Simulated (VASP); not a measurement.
# C (Cm) in VASP: notebook

The runs below take C through single point, with PBE.

All numbers are computed with VASP 6.6.1; they aren't measurements. Logs are shortened: lines on timing, memory, paths and dates and some standing lists are left out, and cuts for length are marked.

## 1. The cell of the first run

The structure is monoclinic, space group Cm (No. 8). The conventional cell has a = 4.364 Å, b = 2.519 Å, c = 10.424 Å, α = 90.00°, β = 96.01°, γ = 90.00°. C (site symmetry m) has 4 C at 1.54 Å within 2.1 Å. C (site symmetry m) has 4 C at 1.54 Å within 2.1 Å. C (site symmetry m) has 4 C at 1.54 to 1.55 Å within 2.1 Å. C (site symmetry m) has 4 C at 1.54 to 1.55 Å within 2.1 Å. Within 2.1 Å of C (site symmetry m) lie 4 C at 1.54 to 1.55 Å. Within 2.1 Å of C (site symmetry m) lie 4 C at 1.54 to 1.55 Å. C (site symmetry m) has 4 C at 1.54 to 1.61 Å within 2.1 Å. Within 2.1 Å of C (site symmetry m) lie 4 C at 1.54 to 1.57 Å.

## 2. Single point, PBE

The input, INCAR:

```
ALGO = Normal ; EDIFF = 1E-7
ENCUT = 520 ; GGA = PE
ISIF = 2 ; ISMEAR = 0
LASPH = True ; LCHARG = True
LELF = True ; LREAL = False
LVHAR = True ; LWAVE = False
NBANDS = 31 ; NELM = 100
PREC = Accurate ; SIGMA = 0.05
```

The input, KPOINTS:

```
k-points
0
Gamma
  10 10 3
```

The input, POSCAR:

```
C
1.0
   -2.5194924611      0.0000000000      0.0000000000
   -1.2597462306     -2.1819444760      0.0000000000
    0.9449356476      0.5455588504     10.3668212017
C
10
Direct
   -0.0479936422     -0.0479936422      0.8741755410
    0.9147636222      0.9147636222      0.7252244590
    0.0982072708      0.0982072708      0.1257456505
    0.8518627092      0.8518627092      0.4736543495
    0.1354756758      0.1354756758      0.2747993967
    0.8145943042      0.8145943042      0.3246006033
    0.2978666815      0.2978666815      0.9242768224
    0.5689032985      0.5689032985      0.6751231776
    0.4190173437      0.4190173437      0.0756592868
    0.5310526363      0.5310526363      0.5237407132
```

Potentials or basis: VASP PAW PBE potentials, release 64 (C).

Launch:

```
> cat potpaw_PBE.64/C/POTCAR > POTCAR
> mpirun -np 1 vasp_std > vasp.out
```

OUTCAR:

```text
EDIFF = 1E-7
   ENCUT = 520
   GGA = PE
   ISIF = 2
   ISMEAR = 0
   LASPH = True
   LREAL = False
   NELM = 100
   PREC = Accurate

 ion  position               nearest neighbor table
   1  0.952  0.952  0.874-   2 1.54   7 1.54   7 1.54   7 1.54
   2  0.915  0.915  0.725-   1 1.54   8 1.54   8 1.54   8 1.54
   3  0.098  0.098  0.126-   9 1.54   9 1.54   9 1.54   5 1.55
   4  0.852  0.852  0.474-  10 1.54  10 1.54  10 1.54   6 1.55
   5  0.135  0.135  0.275-   6 1.54   6 1.54   6 1.54   3 1.55
   6  0.815  0.815  0.325-   5 1.54   5 1.54   5 1.54   4 1.55
   7  0.298  0.298  0.924-   1 1.54   1 1.54   1 1.54   9 1.61
   8  0.569  0.569  0.675-   2 1.54   2 1.54   2 1.54  10 1.57
   9  0.419  0.419  0.076-   3 1.54   3 1.54   3 1.54   7 1.61
  10  0.531  0.531  0.524-   4 1.54   4 1.54   4 1.54   8 1.57

  LATTYP: Found a base centered monoclinic cell.
 ALAT       =     4.3638889520
 B/A-ratio  =     0.5773502692
 C/A-ratio  =     2.3887142298
 COS(beta)  =    -0.1046727692

  Lattice vectors:

 A1 = (  -2.5194924611,   0.0000000000,   0.0000000000)
 A2 = (  -1.2597462306,  -2.1819444760,   0.0000000000)
 A3 = (   0.9449356476,   0.5455588504,  10.3668212017)

Analysis of symmetry for initial positions (statically):
=====================================================================
 Subroutine PRICEL returns:
 Original cell was already a primitive cell.

 Routine SETGRP: Setting up the symmetry group for a
 base centered monoclinic supercell.

 Subroutine GETGRP returns: Found  2 space group operations
 (whereof  2 operations were pure point group operations)
 out of a pool of  4 trial point group operations.

The static configuration has the point symmetry C_1h.

Analysis of symmetry for dynamics (positions and initial velocities):
=====================================================================
 Subroutine PRICEL returns:
 Original cell was already a primitive cell.

 Routine SETGRP: Setting up the symmetry group for a
 base centered monoclinic supercell.

 Subroutine GETGRP returns: Found  2 space group operations
 (whereof  2 operations were pure point group operations)
 out of a pool of  4 trial point group operations.

The dynamic configuration has the point symmetry C_1h.

[... 118 lines left out ...]
   IBRION =     -1    ionic relax: 0-MD 1-quasi-New 2-CG
   NFREE  =      0    steps in history (QN), initial steepest desc. (CG)
   ISIF   =      2    stress and relaxation
   ISYM   =      2    0-nonsym 1-usesym 2-fastsym
   POTIM  = 0.5000    time-step for ionic-motion
   TEBEG  =    0.0;   TEEND  =   0.0 temperature during run
   PSTRESS=    0.0 pullay stress
   NELECT =      40.0000    total number of electrons
   NUPDOWN=      -1.0000    fix difference up-down
   EMIN   =  10.00;   EMAX   =-10.00  energy-range for DOS
   EFERMI =   0.00;   METHOD = LEGACY
   ISMEAR =     0;   SIGMA  =   0.05  broadening in eV -4-tet -1-fermi 0-gaus
   EFERMI_NEDOS =   21; number of points for ismear=-14 and -15
   IALGO  =     38    algorithm
   IMIX   =      4    mixing-type and parameters
     AMIX     =   0.40;   BMIX     =  1.00
     AMIX_MAG =   1.60;   BMIX_MAG =  1.00
  volume/ion in A,a.u.               =       5.70        38.46
  Fermi-wavevector in a.u.,A,eV,Ry     =   1.454881  2.749326 28.799149  2.116678
  Thomas-Fermi vector in A             =   2.571980
   LORBIT       =      0    0 simple, 1 ext, 2 COOP (PROOUT), +10 PAW based schemes
   GGA     = PE    functional components
   LHFCALC =     F    Hartree Fock is set to
   AEXX    =    0.0000 exact exchange contribution
   IVDW    =     0    specifies the selected vdW correction
   LEPSILON=     F    determine dielectric tensor
   LRPA    =     F    only Hartree local field effects (RPA)
 non-spin polarized calculation
 Gauss-broadening in eV      SIGMA  =   0.05
  energy-cutoff  :      520.00
  volume of cell :       56.99
 maximum number of plane-waves:      1559
   NGX =  9   NGY =  9   NGZ = 39

 number of electron      39.9999996 magnetization

 Free energy of the ion-electron system (eV)
  ---------------------------------------------------
  ext. energy  EPLUGINS =         0.00000000
  ---------------------------------------------------
  free energy    TOTEN  =       -90.36757946 eV

  energy without entropy =      -90.36757946  energy(sigma->0) =      -90.36757946

 E-fermi :  10.3104     XC(G=0): -13.2346

 val. band max:        9.9944286570   @ k =   0.0000   0.0000   0.0000
 cond. band min:      14.0369276543   @ k =   0.4000   0.4000   0.0000
 fundamental gap:      4.0424989974
 Fermi energy:        10.3103823194

 k-point     1 :       0.0000    0.0000    0.0000
  band No.  band energies     occupation
      1     -11.7588      2.00000
      2     -10.7108      2.00000
      3     -10.6287      2.00000
      4      -7.5734      2.00000
      5      -7.5329      2.00000
      6      -1.7617      2.00000
[... 805 lines left out ...]
     30      20.3234      0.00000
     31      20.7089      0.00000

 [... further k-points ...]

------------------------ aborting loop because EDIFF is reached ----------------------------------------

  FORCE on cell =-STRESS in cart. coord.  units (eV):
  Direction    XX          YY          ZZ          XY          YZ          ZX
  --------------------------------------------------------------------------------------
  -------------------------------------------------------------------------------------
  Total       -0.2092162      0.2414193      0.5725098     -0.3902618      2.7197753      4.7107893
  in kB       -5.8817076      6.7870372     16.0950061    -10.9714548     76.4612242    132.4347324
  external PRESSURE =       5.6667786 kB  Pullay stress =       0.0000000 kB

 VOLUME and BASIS-vectors are now :
 -----------------------------------------------------------------------------
  energy-cutoff  :      520.00
  volume of cell :       56.99
      direct lattice vectors                 reciprocal lattice vectors
    -2.519492461  0.000000000  0.000000000    -0.396905335  0.229153402  0.024118612
    -1.259746231 -2.181944476  0.000000000     0.000000000 -0.458306804  0.024118612
     0.944935648  0.545558850 10.366821202     0.000000000  0.000000000  0.096461585

 POSITION                                       TOTAL-FORCE (eV/Angst)
 -----------------------------------------------------------------------------------
     -2.77182     -1.60031      9.06242         0.105900      0.061142      0.012594
     -2.77182     -1.60031      7.51827        -0.203828     -0.117680     -0.050199
     -0.25233     -0.14568      1.30358         0.088509      0.051101     -0.005218
     -2.77182     -1.60031      4.91029         0.021859      0.012620      0.004882
     -0.25233     -0.14568      2.84880         0.233584      0.134860      0.056928
     -2.77182     -1.60031      3.36508        -0.004284     -0.002474     -0.003864
     -0.25233     -0.14568      9.58181        -2.202013     -1.271333     -0.031777
     -1.51207     -0.87300      6.99888         0.003717      0.002146     -0.002611
     -1.51207     -0.87300      0.78435         1.974349      1.139891      0.018808
     -1.51207     -0.87300      5.42953        -0.017793     -0.010273      0.000456
 -----------------------------------------------------------------------------------
    total drift:                               -0.000000     -0.000000     -0.000170

  FREE ENERGIE OF THE ION-ELECTRON SYSTEM (eV)
  ---------------------------------------------------
  free  energy   TOTEN  =       -90.3675794556 eV

  energy  without entropy=      -90.3675794556  energy(sigma->0) =      -90.36757946
```

OSZICAR:

```text
N       E                     dE             d eps       ncg     rms          rms(c)
DAV:   1     0.968151318423E+02    0.96815E+02   -0.21545E+04  5332   0.126E+03
DAV:   2    -0.861747665924E+02   -0.18299E+03   -0.17463E+03  6772   0.245E+02
DAV:   3    -0.934026853904E+02   -0.72279E+01   -0.71850E+01  7184   0.447E+01
DAV:   4    -0.934763596046E+02   -0.73674E-01   -0.73516E-01  7280   0.463E+00
DAV:   5    -0.934773809552E+02   -0.10214E-02   -0.10207E-02  7077   0.505E-01    0.123E+01
DAV:   6    -0.911429393138E+02    0.23344E+01   -0.15579E+00  6396   0.623E+00    0.732E+00
DAV:   7    -0.903641332081E+02    0.77881E+00   -0.19295E+00  6209   0.711E+00    0.154E+00
DAV:   8    -0.903673323869E+02   -0.31992E-02   -0.49590E-02  6995   0.115E+00    0.142E-01
DAV:   9    -0.903674925092E+02   -0.16012E-03   -0.16709E-03  7000   0.245E-01    0.387E-02
DAV:  10    -0.903675410939E+02   -0.48585E-04   -0.11587E-04  7107   0.631E-02    0.243E-02
DAV:  11    -0.903675755481E+02   -0.34454E-04   -0.27260E-05  6628   0.351E-02    0.772E-03
DAV:  12    -0.903675794815E+02   -0.39333E-05   -0.50244E-06  6857   0.140E-02    0.212E-03
DAV:  13    -0.903675794556E+02    0.25822E-07   -0.22920E-07  6270   0.342E-03
   1 F= -.90367579E+02 E0= -.90367579E+02  d E =-.428151E-21
```

It took 2.4 min on 1 thread of Intel Xeon 8259CL, shared host; peak memory 0.23 GiB.

What came out:

```
Free energy            : -90.3676 eV
Pressure               : 0.6 GPa
Largest force          : 2.543 eV/Å
Band gap on the k mesh : 4.04 eV (least direct gap 5.00 eV)
```

Forces in eV/Å, atoms in the order of the input:
```
C    0.106  0.061  0.013
C   -0.204 -0.118 -0.050
C    0.089  0.051 -0.005
C    0.022  0.013  0.005
C    0.234  0.135  0.057
C   -0.004 -0.002 -0.004
C   -2.202 -1.271 -0.032
C    0.004  0.002 -0.003
C    1.974  1.140  0.019
C   -0.018 -0.010  0.000
```

Caveat: an odd mesh through Γ misses points on the zone boundary, where band edges can lie; forces of over 1 eV/Å act on the atoms, so gaps and moduli don't describe the material at rest.

## 3. Single point, PBE

This run uses another cell than the first one, of the same volume but with other edges.

The input, INCAR:

```
PREC = Accurate
ENCUT = 520
EDIFF = 1E-7
ISMEAR = 0
SIGMA = 0.05
LREAL = F
LASPH = T
NELM = 60
ALGO = Normal
ISIF = 2
LWAVE = F
LCHARG = F
GGA = PE
NBANDS = 31
```

The input, KPOINTS:

```
Automatic mesh
0
Gamma
  10 10 3
```

The input, POSCAR:

```
C
1.0
   -2.5194924611      0.0000000000      0.0000000000
   -1.2597462306     -2.1819444760      0.0000000000
   -2.2046818781     -1.2728736758     10.3668212017
C
10
Direct
   -0.7765315381     -0.7765315381      0.8741755410
    0.3103615581      0.3103615581      0.7252244590
   -0.0065891543     -0.0065891543      0.1257456505
    0.4571191743      0.4571191743      0.4736543495
   -0.0935421414     -0.0935421414      0.2747993967
    0.5440721614      0.5440721614      0.3246006033
   -0.4724256223     -0.4724256223      0.9242768224
    0.0062556423      0.0062556423      0.6751231776
    0.3559628941      0.3559628941      0.0756592868
    0.0945671259      0.0945671259      0.5237407132
```

Potentials or basis: VASP PAW PBE potentials, release 64 (C).

Launch:

```
> cat potpaw_PBE.64/C/POTCAR > POTCAR
> mpirun -np 1 vasp_std > vasp.out
```

OUTCAR:

```text
PREC = Accurate
   ENCUT = 520
   EDIFF = 1E-7
   ISMEAR = 0
   LREAL = F
   LASPH = T
   NELM = 60
   ISIF = 2
   GGA = PE

 ion  position               nearest neighbor table
   1  0.223  0.223  0.874-   2 1.54   7 1.54   7 1.54   7 1.54
   2  0.310  0.310  0.725-   1 1.54   8 1.54   8 1.54   8 1.54
   3  0.993  0.993  0.126-   9 1.54   9 1.54   9 1.54   5 1.55
   4  0.457  0.457  0.474-  10 1.54  10 1.54  10 1.54   6 1.55
   5  0.906  0.906  0.275-   6 1.54   6 1.54   6 1.54   3 1.55
   6  0.544  0.544  0.325-   5 1.54   5 1.54   5 1.54   4 1.55
   7  0.528  0.528  0.924-   1 1.54   1 1.54   1 1.54   9 1.61
   8  0.006  0.006  0.675-   2 1.54   2 1.54   2 1.54  10 1.57
   9  0.356  0.356  0.076-   3 1.54   3 1.54   3 1.54   7 1.61
  10  0.095  0.095  0.524-   4 1.54   4 1.54   4 1.54   8 1.57

  LATTYP: Found a base centered monoclinic cell.
 ALAT       =     4.3638889520
 B/A-ratio  =     0.5773502692
 C/A-ratio  =     2.4118503971
 COS(beta)  =    -0.1727442688

  Lattice vectors:

 A1 = (  -2.5194924611,   0.0000000000,   0.0000000000)
 A2 = (  -1.2597462306,  -2.1819444760,   0.0000000000)
[... 202 lines left out ...]
      2     -10.7104      2.00000
      3     -10.6289      2.00000
      4      -7.5732      2.00000
      5      -7.5331      2.00000
      6      -1.7614      2.00000
[... 805 lines left out ...]
     30      19.7655      0.00000
     31      20.1857      0.00000

 [... further k-points ...]

------------------------ aborting loop because EDIFF is reached ----------------------------------------

  FORCE on cell =-STRESS in cart. coord.  units (eV):
  Direction    XX          YY          ZZ          XY          YZ          ZX
  --------------------------------------------------------------------------------------
  -------------------------------------------------------------------------------------
  Total       -0.2127649      0.2446820      0.5725430     -0.3961606     -2.7182573     -4.7081601
  in kB       -5.9814741      6.8787607     16.0959401    -11.1372901    -76.4185483   -132.3608157
  external PRESSURE =       5.6644089 kB  Pullay stress =       0.0000000 kB

 VOLUME and BASIS-vectors are now :
 -----------------------------------------------------------------------------
  energy-cutoff  :      520.00
  volume of cell :       56.99
      direct lattice vectors                 reciprocal lattice vectors
    -2.519492461  0.000000000  0.000000000    -0.396905335  0.229153402 -0.056272473
    -1.259746231 -2.181944476  0.000000000     0.000000000 -0.458306804 -0.056272473
    -2.204681878 -1.272873676 10.366821202     0.000000000  0.000000000  0.096461585

 POSITION                                       TOTAL-FORCE (eV/Angst)
 -----------------------------------------------------------------------------------
     -2.77182     -1.60031      9.06242         0.091143      0.052621      0.005641
     -2.77182     -1.60031      7.51827         0.232167      0.134042     -0.057746
     -4.03157     -2.32763      1.30358         0.109092      0.062984     -0.012409
     -2.77182     -1.60031      4.91029        -0.020243     -0.011688      0.004595
     -4.03157     -2.32763      2.84880        -0.204845     -0.118267      0.049553
     -2.77182     -1.60031      3.36508         0.007088      0.004092     -0.001795
     -4.03157     -2.32763      9.58181         1.971604      1.138306     -0.018992
     -1.51207     -0.87300      6.99888        -0.000850     -0.000491     -0.000610
     -1.51207     -0.87300      0.78435        -2.204717     -1.272894      0.031562
     -1.51207     -0.87300      5.42953         0.019563      0.011295      0.000202
 -----------------------------------------------------------------------------------
    total drift:                               -0.000088     -0.000051     -0.000247

  FREE ENERGIE OF THE ION-ELECTRON SYSTEM (eV)
  ---------------------------------------------------
  free  energy   TOTEN  =       -90.3676400444 eV

  energy  without entropy=      -90.3676400444  energy(sigma->0) =      -90.36764004
```

OSZICAR:

```text
N       E                     dE             d eps       ncg     rms          rms(c)
DAV:   1     0.957131749430E+02    0.95713E+02   -0.21576E+04  5332   0.126E+03
DAV:   2    -0.864805035012E+02   -0.18219E+03   -0.17360E+03  6803   0.245E+02
DAV:   3    -0.934082044367E+02   -0.69277E+01   -0.68882E+01  7112   0.442E+01
DAV:   4    -0.934765731689E+02   -0.68369E-01   -0.68257E-01  7311   0.455E+00
DAV:   5    -0.934774208487E+02   -0.84768E-03   -0.84731E-03  7122   0.481E-01    0.123E+01
DAV:   6    -0.911429726793E+02    0.23344E+01   -0.15590E+00  6361   0.623E+00    0.732E+00
DAV:   7    -0.903642150574E+02    0.77876E+00   -0.19301E+00  6247   0.711E+00    0.155E+00
DAV:   8    -0.903673931953E+02   -0.31781E-02   -0.49467E-02  6919   0.115E+00    0.143E-01
DAV:   9    -0.903675526739E+02   -0.15948E-03   -0.16825E-03  7055   0.246E-01    0.386E-02
DAV:  10    -0.903676015699E+02   -0.48896E-04   -0.11867E-04  7145   0.638E-02    0.244E-02
DAV:  11    -0.903676358935E+02   -0.34324E-04   -0.26940E-05  6700   0.348E-02    0.793E-03
DAV:  12    -0.903676400726E+02   -0.41792E-05   -0.52464E-06  6741   0.144E-02    0.209E-03
DAV:  13    -0.903676400444E+02    0.28278E-07   -0.23236E-07  6363   0.346E-03
   1 F= -.90367640E+02 E0= -.90367640E+02  d E =-.420300E-21
```

It took 2.4 min on 1 thread of Intel Xeon 8259CL, shared host; peak memory 0.23 GiB.

What came out:

```
Free energy            : -90.3676 eV
Pressure               : 0.6 GPa
Largest force          : 2.546 eV/Å
Band gap on the k mesh : 3.92 eV (least direct gap 5.00 eV)
```

Forces in eV/Å, atoms in the order of the input:
```
C    0.091  0.053  0.006
C    0.232  0.134 -0.058
C    0.109  0.063 -0.012
C   -0.020 -0.012  0.005
C   -0.205 -0.118  0.050
C    0.007  0.004 -0.002
C    1.972  1.138 -0.019
C   -0.001  0.000 -0.001
C   -2.205 -1.273  0.032
C    0.020  0.011  0.000
```

Caveat: an odd mesh through Γ misses points on the zone boundary, where band edges can lie; forces of over 1 eV/Å act on the atoms, so gaps and moduli don't describe the material at rest.

(Part 1 of 2 ends here.)
